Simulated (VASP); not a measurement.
# SnO2 (Cassiterite) (P4_2/mnm) in VASP: a series of runs

Runs on SnO2 (Cassiterite). Level: PBE. Tasks: single point.

Everything below comes from runs of VASP 6.6.1. Logs are shortened: lines on timing, memory, paths and dates and some standing lists are left out, and cuts for length are marked.

### Step 1. The cell of the first run

Symmetry: P4_2/mnm, No. 136, tetragonal system. Conventional cell: a = 4.777 Å, b = 4.777 Å, c = 3.213 Å, α = 90.00°, β = 90.00°, γ = 90.00°. Within 2.7 Å of Sn (site symmetry mmm) lie 6 O at 2.07 Å. O (site symmetry m2m) has 3 Sn at 2.07 Å and 1 O at 2.61 Å within 2.7 Å.

### Step 2. Single point, PBE

INCAR

```
ALGO = Normal
EDIFF = 1E-6
ENCUT = 520
GGA = PE
ISIF = 2
ISMEAR = -1
LASPH = T
LCHARG = F
LREAL = F
LWAVE = F
NBANDS = 35
NELM = 80
PREC = Accurate
SIGMA = 0.05
```

KPOINTS

```
k-points
0
Gamma
  4 4 6
```

POSCAR

```
SnO2
1.0
    4.7771588006      0.0000000000      0.0000000000
    0.0000000000      4.7771588006      0.0000000000
    0.0000000000      0.0000000000      3.2128359050
Sn O
2 4
Direct
    0.0000000000      0.0000000000      0.0000000000
    0.5000000000      0.5000000000      0.5000000000
    0.3071000000      0.3071000000      0.0000000000
    0.1929000000      0.8071000000      0.5000000000
    0.6929000000      0.6929000000      0.0000000000
    0.8071000000      0.1929000000      0.5000000000
```

Potentials or basis: VASP PAW PBE potentials, release 64 (Sn_d, O).

Command:

```console
cat potpaw_PBE.64/Sn_d/POTCAR potpaw_PBE.64/O/POTCAR > POTCAR
mpirun -np 1 vasp_std > vasp.out
```

OUTCAR:

```text
EDIFF = 1E-6
   ENCUT = 520
   GGA = PE
   ISIF = 2
   ISMEAR = -1
   LASPH = T
   LREAL = F
   NELM = 80
   PREC = Accurate

 ion  position               nearest neighbor table
   1  0.000  0.000  0.000-   4 2.07   6 2.07   4 2.07   6 2.07   5 2.07   3 2.07   2 3.74   2 3.74
                             2 3.74   2 3.74   2 3.74   2 3.74   2 3.74   2 3.74
   2  0.500  0.500  0.500-   3 2.07   5 2.07   3 2.07   5 2.07   4 2.07   6 2.07   1 3.74   1 3.74
                             1 3.74   1 3.74   1 3.74   1 3.74   1 3.74   1 3.74
   3  0.307  0.307  0.000-   2 2.07   2 2.07   1 2.07
   4  0.193  0.807  0.500-   1 2.07   1 2.07   2 2.07
   5  0.693  0.693  0.000-   2 2.07   2 2.07   1 2.07
   6  0.807  0.193  0.500-   1 2.07   1 2.07   2 2.07

  LATTYP: Found a simple tetragonal cell.
 ALAT       =     4.7771588006
 C/A-ratio  =     0.6725411566

  Lattice vectors:

 A1 = (   4.7771588006,   0.0000000000,   0.0000000000)
 A2 = (   0.0000000000,   4.7771588006,   0.0000000000)
 A3 = (   0.0000000000,   0.0000000000,   3.2128359050)

Analysis of symmetry for initial positions (statically):
=====================================================================
 Subroutine PRICEL returns:
 Original cell was already a primitive cell.

 Routine SETGRP: Setting up the symmetry group for a
 simple tetragonal supercell.

 Subroutine GETGRP returns: Found 16 space group operations
 (whereof  8 operations were pure point group operations)
 out of a pool of 16 trial point group operations.

The static configuration has the point symmetry D_2h.
 The point group associated with its full space group is D_4h.

Analysis of symmetry for dynamics (positions and initial velocities):
=====================================================================
 Subroutine PRICEL returns:
 Original cell was already a primitive cell.

 Routine SETGRP: Setting up the symmetry group for a
 simple tetragonal supercell.

 Subroutine GETGRP returns: Found 16 space group operations
 (whereof  8 operations were pure point group operations)
 out of a pool of 16 trial point group operations.

The dynamic configuration has the point symmetry D_2h.
 The point group associated with its full space group is D_4h.

 Subroutine INISYM returns: Found 16 space group operations
 (whereof  8 operations are pure point group operations),
 and found     1 'primitive' translations

----------------------------------------------------------------------------------------

                                     Primitive cell

  volume of cell :      73.3209

  direct lattice vectors                    reciprocal lattice vectors
     4.777158801  0.000000000  0.000000000     0.209329445  0.000000000  0.000000000
     0.000000000  4.777158801  0.000000000     0.000000000  0.209329445  0.000000000
     0.000000000  0.000000000  3.212835905     0.000000000  0.000000000  0.311251502

  length of vectors
     4.777158801  4.777158801  3.212835905     0.209329445  0.209329445  0.311251502

  position of ions in fractional coordinates (direct lattice)
     0.000000000  0.000000000  0.000000000
     0.500000000  0.500000000  0.500000000
     0.307100000  0.307100000  0.000000000
     0.192900000  0.807100000  0.500000000
     0.692900000  0.692900000  0.000000000
     0.807100000  0.192900000  0.500000000

  ion indices of the primitive-cell ions
   primitive index   ion index
                 1           1
                 2           2
                 3           3
                 4           4
                 5           5
                 6           6

----------------------------------------------------------------------------------------

 KPOINTS: k-points

Automatic generation of k-mesh.
 Grid dimensions read from file:
 generate k-points for:    4    4    6

 Generating k-lattice:

  Cartesian coordinates                     Fractional coordinates (reciprocal lattice)
     0.052332361  0.000000000  0.000000000     0.250000000  0.000000000  0.000000000
     0.000000000  0.052332361  0.000000000     0.000000000  0.250000000  0.000000000
     0.000000000  0.000000000  0.051875250     0.000000000  0.000000000  0.166666667

  Length of vectors
     0.052332361  0.052332361  0.051875250

  Shift w.r.t. Gamma in fractional coordinates (k-lattice)
     0.000000000  0.000000000  0.000000000

 Subroutine IBZKPT returns following result:
 ===========================================

 Found     24 irreducible k-points:

 Following reciprocal coordinates:
            Coordinates               Weight
  0.000000  0.000000  0.000000      1.000000
  0.250000  0.000000  0.000000      4.000000
  0.500000  0.000000  0.000000      2.000000
  0.250000  0.250000  0.000000      4.000000
  0.500000  0.250000  0.000000      4.000000
  0.500000  0.500000  0.000000      1.000000
[... 16 lines left out ...]
  0.500000  0.250000  0.500000      4.000000
  0.500000  0.500000  0.500000      1.000000
   k-points           NKPTS =     24   k-points in BZ     NKDIM =     24   number of bands    NBANDS=     35
   number of dos      NEDOS =    301   number of ions     NIONS =      6
   total plane-waves  NPLWV =  31104
   dimension x,y,z NGX =    36 NGY =   36 NGZ =   24
   dimension x,y,z NGXF=    72 NGYF=   72 NGZF=   48
   ions per type =               2   4
   NGX,Y,Z   is equivalent  to a cutoff of  12.53, 12.53, 12.42 a.u.
   NGXF,Y,Z  is equivalent  to a cutoff of  25.06, 25.06, 24.84 a.u.
 SYSTEM =  unknown system
   PREC   = accura    normal or accurate (medium, high low for compatibility)
   ISTART =      0    job   : 0-new  1-cont  2-samecut
   ICHARG =      2    charge: 1-file 2-atom 10-const
   ISPIN  =      1    spin polarized calculation?
   LNONCOLLINEAR =      F non collinear calculations
   LSORBIT =      F    spin-orbit coupling
   LASPH  =      T    aspherical Exc in radial PAW
   ENCUT  =  520.0 eV  38.22 Ry    6.18 a.u.   8.88  8.88  5.97*2*pi/ulx,y,z
   NELM   =     80;   NELMIN=  2; NELMDL= -5     # of ELM steps
   EDIFF  = 0.1E-05   stopping-criterion for ELM
   LREAL  =      F    real-space projection
   EDIFFG = 0.1E-04   stopping-criterion for IOM
   NSW    =      0    number of steps for IOM
   IBRION =     -1    ionic relax: 0-MD 1-quasi-New 2-CG
   NFREE  =      0    steps in history (QN), initial steepest desc. (CG)
   ISIF   =      2    stress and relaxation
   ISYM   =      2    0-nonsym 1-usesym 2-fastsym
   POTIM  = 0.5000    time-step for ionic-motion
   TEBEG  =    0.0;   TEEND  =   0.0 temperature during run
   PSTRESS=    0.0 pullay stress
   NELECT =      52.0000    total number of electrons
   NUPDOWN=      -1.0000    fix difference up-down
   EMIN   =  10.00;   EMAX   =-10.00  energy-range for DOS
   EFERMI =   0.00;   METHOD = LEGACY
   ISMEAR =    -1;   SIGMA  =   0.05  broadening in eV -4-tet -1-fermi 0-gaus
   EFERMI_NEDOS =   21; number of points for ismear=-14 and -15
   IALGO  =     38    algorithm
   IMIX   =      4    mixing-type and parameters
     AMIX     =   0.40;   BMIX     =  1.00
     AMIX_MAG =   1.60;   BMIX_MAG =  1.00
  volume/ion in A,a.u.               =      12.22        82.47
  Fermi-wavevector in a.u.,A,eV,Ry     =   1.459934  2.758876 28.999569  2.131408
  Thomas-Fermi vector in A             =   2.576443
   LORBIT       =      0    0 simple, 1 ext, 2 COOP (PROOUT), +10 PAW based schemes
   GGA     = PE    functional components
   LHFCALC =     F    Hartree Fock is set to
   AEXX    =    0.0000 exact exchange contribution
   IVDW    =     0    specifies the selected vdW correction
   LEPSILON=     F    determine dielectric tensor
   LRPA    =     F    only Hartree local field effects (RPA)
 non-spin polarized calculation
  energy-cutoff  :      520.00
  volume of cell :       73.32
 maximum number of plane-waves:      2004
 NGX is ok and might be reduce to    36
   NGX = 17   NGY = 17   NGZ = 11

 number of electron      52.0000011 magnetization

 Free energy of the ion-electron system (eV)
  ---------------------------------------------------
  ext. energy  EPLUGINS =         0.00000000
  ---------------------------------------------------
  free energy    TOTEN  =       -37.26103192 eV

  energy without entropy =      -37.26103072  energy(sigma->0) =      -37.26103132

 E-fermi :   6.3530     XC(G=0): -11.1269

 val. band max:        5.8576111692   @ k =   0.0000   0.0000   0.0000
 cond. band min:       6.8459632704   @ k =   0.0000   0.0000   0.0000
 fundamental gap:      0.9883521012
 Fermi energy:         6.3529788871

 k-point     1 :       0.0000    0.0000    0.0000
  band No.  band energies     occupation
      1     -15.2108      2.00000
      2     -14.4845      2.00000
      3     -14.2480      2.00000
      4     -14.2243      2.00000
      5     -14.2243      2.00000
      6     -14.1494      2.00000
[... 27 lines left out ...]
     34      17.6715      0.00000
     35      18.3233      0.00000

 k-point     2 :       0.2500    0.0000    0.0000
  band No.  band energies     occupation
      1     -15.1210      2.00000
      2     -14.5915      2.00000
      3     -14.2471      2.00000
      4     -14.2210      2.00000
      5     -14.2209      2.00000
      6     -14.2082      2.00000
[... 27 lines left out ...]
     34      17.8390      0.00000
     35      18.2746      0.00000

 k-point     3 :       0.5000    0.0000    0.0000
  band No.  band energies     occupation
      1     -14.8759      2.00000
      2     -14.8759      2.00000
      3     -14.2417      2.00000
      4     -14.2417      2.00000
      5     -14.2174      2.00000
      6     -14.2174      2.00000
[... 27 lines left out ...]
     34      18.2219      0.00000
     35      18.2338      0.00000
[... 723 lines left out ...]
 k-point    23 :       0.5000    0.2500    0.5000
  band No.  band energies     occupation
      1     -15.0788      2.00000
      2     -15.0788      2.00000
      3     -14.3670      2.00000
      4     -14.3670      2.00000
      5     -14.0991      2.00000
      6     -14.0991      2.00000
[... 27 lines left out ...]
     34      17.2417      0.00000
     35      18.5624      0.00000

 k-point    24 :       0.5000    0.5000    0.5000
  band No.  band energies     occupation
      1     -14.9855      2.00000
      2     -14.9855      2.00000
      3     -14.5197      2.00000
      4     -14.5197      2.00000
      5     -14.0953      2.00000
      6     -14.0953      2.00000
[... 27 lines left out ...]
     34      16.8052      0.00000
     35      18.9000      0.00000

------------------------ aborting loop because EDIFF is reached ----------------------------------------

  FORCE on cell =-STRESS in cart. coord.  units (eV):
  Direction    XX          YY          ZZ          XY          YZ          ZX
  --------------------------------------------------------------------------------------
  -------------------------------------------------------------------------------------
  Total        2.6254171      2.6254171      3.3577732     -0.0000000      0.0000000      0.0000000
  in kB       57.3694900     57.3694900     73.3726229     -0.0000000      0.0000000      0.0000000
  external PRESSURE =      62.7038677 kB  Pullay stress =       0.0000000 kB

 VOLUME and BASIS-vectors are now :
 -----------------------------------------------------------------------------
  energy-cutoff  :      520.00
  volume of cell :       73.32
      direct lattice vectors                 reciprocal lattice vectors
     4.777158801  0.000000000  0.000000000     0.209329445  0.000000000  0.000000000
     0.000000000  4.777158801  0.000000000     0.000000000  0.209329445  0.000000000
     0.000000000  0.000000000  3.212835905     0.000000000  0.000000000  0.311251502

 POSITION                                       TOTAL-FORCE (eV/Angst)
 -----------------------------------------------------------------------------------
      0.00000      0.00000      0.00000         0.000000      0.000000      0.000000
      2.38858      2.38858      1.60642         0.000000      0.000000      0.000000
      1.46707      1.46707      0.00000        -0.136264     -0.136264      0.000000
      0.92151      3.85564      1.60642         0.136264     -0.136264      0.000000
      3.31009      3.31009      0.00000         0.136264      0.136264     -0.000000
      3.85564      0.92151      1.60642        -0.136264      0.136264     -0.000000
 -----------------------------------------------------------------------------------
    total drift:                               -0.000000      0.000000      0.000000

  FREE ENERGIE OF THE ION-ELECTRON SYSTEM (eV)
  ---------------------------------------------------
  free  energy   TOTEN  =       -37.2610319212 eV

  energy  without entropy=      -37.2610307232  energy(sigma->0) =      -37.26103132
```

It took 50 s on 1 thread of Intel Xeon 6975P-C, shared host; peak memory 0.2 GiB.

Results:

- Free energy: -37.2610 eV
- Pressure: 6.3 GPa
- Largest force: 0.193 eV/Å
- Band gap on the k mesh: 0.99 eV, direct

Forces in eV/Å, atoms in the order of the input:
```
Sn   0.000  0.000  0.000
Sn   0.000  0.000  0.000
O   -0.136 -0.136  0.000
O    0.136 -0.136  0.000
O    0.136  0.136  0.000
O   -0.136  0.136  0.000
```

Caveat: spin-orbit coupling is left out, which moves the levels of the heavy elements.

### Step 3. Single point, PBE

This run uses another cell than the first one, of 12.52 Å³/atom, 1.024 times its volume.

INCAR

```
SYSTEM = SnO2
ALGO = Normal
EDIFF = 1E-6
ENCUT = 520
GGA = PE
ISIF = 2
ISMEAR = -1
LASPH = .TRUE.
LCHARG = .TRUE.
LELF = .TRUE.
LREAL = .FALSE.
LVHAR = .TRUE.
LWAVE = .FALSE.
NBANDS = 35
NELM = 100
PREC = Accurate
SIGMA = 0.05
```

KPOINTS

```
k-points
0
G
  4 4 6
  0 0 0
```

POSCAR: that of step 2 with these lines changed.

```diff
@@ -2,5 +2,5 @@
 1.0
-    4.7771588006      0.0000000000      0.0000000000
-    0.0000000000      4.7771588006      0.0000000000
-    0.0000000000      0.0000000000      3.2128359050
+    4.8156859386      0.0000000000      0.0000000000
+    0.0000000000      4.8156859386      0.0000000000
+    0.0000000000      0.0000000000      3.2387469910
 Sn O
```

Potentials or basis: VASP PAW PBE potentials, release 64 (Sn_d, O).

Command:

```console
cat potpaw_PBE.64/Sn_d/POTCAR potpaw_PBE.64/O/POTCAR > POTCAR
mpirun -np 1 vasp_std > vasp.out
```

Run time: 50 s. Hardware: 1 thread of Intel Xeon 6975P-C, shared host; peak memory 0.2 GiB.

It converged, with:

```
Free energy            : -37.3059 eV
Pressure               : 1.5 GPa
Largest force          : 0.100 eV/Å
Band gap on the k mesh : 0.72 eV, direct
```

Forces in eV/Å, atoms in the order of the input:
```
Sn   0.000  0.000  0.000
Sn   0.000  0.000  0.000
O   -0.071 -0.071  0.000
O    0.071 -0.071  0.000
O    0.071  0.071  0.000
O   -0.071  0.071  0.000
```

Stress tensor (GPa, compression positive):
```
1.43 0.00 0.00
0.00 1.43 0.00
0.00 0.00 1.54
```

Levels at points of the mesh, in eV from the valence-band top:
| k point | band 23 | band 24 | band 25 | band 26 | band 27 | band 28 | band 29 | band 30 |
| --- | --- | --- | --- | --- | --- | --- | --- | --- |
| (0.00, 0.00, 0.00) | -1.26 | -0.74 | -0.74 | 0.00 | 0.72 | 5.69 | 6.08 | 6.08 |
| (0.50, 0.00, 0.00) | -1.21 | -1.21 | -0.61 | -0.61 | 3.93 | 3.93 | 6.81 | 6.81 |
| (0.50, 0.50, 0.00) | -1.33 | -1.33 | -0.85 | -0.85 | 4.30 | 4.30 | 7.17 | 7.17 |
| (0.00, 0.00, 0.50) | -1.54 | -1.54 | -1.19 | -1.19 | 5.65 | 5.65 | 9.41 | 9.41 |
| (0.50, 0.00, 0.50) | -1.02 | -1.02 | -0.74 | -0.74 | 5.91 | 5.91 | 7.66 | 7.66 |
| (0.50, 0.50, 0.50) | -0.93 | -0.93 | -0.78 | -0.78 | 4.42 | 4.42 | 8.62 | 8.62 |

Caveat: spin-orbit coupling is left out, which moves the levels of the heavy elements. PBE gaps usually lie below the measured ones, often by a third to a half.

### Step 4. Single point, PBE

This run uses another cell than the first one, of 12.82 Å³/atom, 1.049 times its volume.

INCAR

```
PREC = Accurate
ENCUT = 520
EDIFF = 1E-6
ISMEAR = -1
SIGMA = 0.05
LREAL = F
LASPH = T
NELM = 80
ALGO = Normal
ISIF = 2
LWAVE = F
LCHARG = T
GGA = PE
LELF = T
LVHAR = T
NBANDS = 35
```

KPOINTS

```
Automatic mesh
0
Gamma
  4 4 6
```

POSCAR: that of step 3 with these lines changed.

```diff
@@ -2,5 +2,5 @@
 1.0
-    4.8156859386      0.0000000000      0.0000000000
-    0.0000000000      4.8156859386      0.0000000000
-    0.0000000000      0.0000000000      3.2387469910
+    4.8536062868      0.0000000000      0.0000000000
+    0.0000000000      4.8536062868      0.0000000000
+    0.0000000000      0.0000000000      3.2642499858
 Sn O
```

Command:

```console
cat potpaw_PBE.64/Sn_d/POTCAR potpaw_PBE.64/O/POTCAR > POTCAR
mpirun -np 1 vasp_std > vasp.out
```

Run time: 34 s. Hardware: 1 thread of Intel Xeon 6975P-C, shared host; peak memory 0.21 GiB.

It converged, with:

```yaml
Free_energy: -37.3008 eV
Pressure: -2.7 GPa
Largest_force: 0.016 eV/Å
Band_gap_on_the_k_mesh: 0.47 eV, direct
```

Forces in eV/Å, atoms in the order of the input:
```
Sn   0.000  0.000  0.000
Sn   0.000  0.000  0.000
O   -0.011 -0.011  0.000
O    0.011 -0.011  0.000
O    0.011  0.011  0.000
O   -0.011  0.011  0.000
```

Stress tensor (GPa, compression positive):
```
-2.32  0.00  0.00
 0.00 -2.32  0.00
 0.00  0.00 -3.51
```

Levels at points of the mesh, in eV from the valence-band top:
| k point | band 23 | band 24 | band 25 | band 26 | band 27 | band 28 | band 29 | band 30 |
| --- | --- | --- | --- | --- | --- | --- | --- | --- |
| (0.00, 0.00, 0.00) | -1.27 | -0.72 | -0.72 | 0.00 | 0.47 | 5.47 | 5.95 | 5.95 |
| (0.50, 0.00, 0.00) | -1.21 | -1.21 | -0.59 | -0.59 | 3.69 | 3.69 | 6.67 | 6.67 |
| (0.50, 0.50, 0.00) | -1.34 | -1.34 | -0.83 | -0.83 | 4.06 | 4.06 | 7.00 | 7.00 |
| (0.00, 0.00, 0.50) | -1.48 | -1.48 | -1.16 | -1.16 | 5.38 | 5.38 | 9.24 | 9.24 |
| (0.50, 0.00, 0.50) | -0.98 | -0.98 | -0.75 | -0.75 | 5.64 | 5.64 | 7.46 | 7.46 |
| (0.50, 0.50, 0.50) | -0.90 | -0.90 | -0.75 | -0.75 | 4.19 | 4.19 | 8.49 | 8.49 |

Caveat: spin-orbit coupling is left out, which moves the levels of the heavy elements.

(Part 1 of 2 ends here.)
